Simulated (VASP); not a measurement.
Runs of VASP 6.6.1 on Pd. The structure is that of space group Im-3m (No. 229), or close to it. The cells are those of the table. 

| task | cell | k mesh | cutoff (eV) | gap on the mesh (eV) | pressure (GPa) | relaxed volume (Å³/atom) |
| --- | --- | --- | --- | --- | --- | --- |
| relaxation of cell and atoms | relaxed from a = 2.730 Å, angles 109.9°, 1 atom | 9 × 9 × 9 | 600 | none | 0.0 | 15.39 |
| single point | a = 2.717 Å, angles 109.5°, 1 atom | 24 × 24 × 24 | 520 | none | (a) | - |
| single point | a = 2.715 Å, angles 109.5°, 1 atom | 9 × 9 × 9 | 520 | none | 0.0 | - |
| relaxation of cell and atoms | relaxed from a = 2.715 Å, angles 109.5°, 1 atom | 24 × 24 × 24 | 600 | none | 0.0 | 15.41 |

Alike in all rows: level PBE; potentials or basis VASP PAW PBE potentials, release 64 (Pd); no spin polarisation; smearing gaussian 0.1 eV.

Fill in the values left out.

(a) -0.3.

A k mesh can miss the band edges, and the runs leave out spin-orbit coupling on Pd.

A gap of «none» marks levels without a gap at the run's occupations.
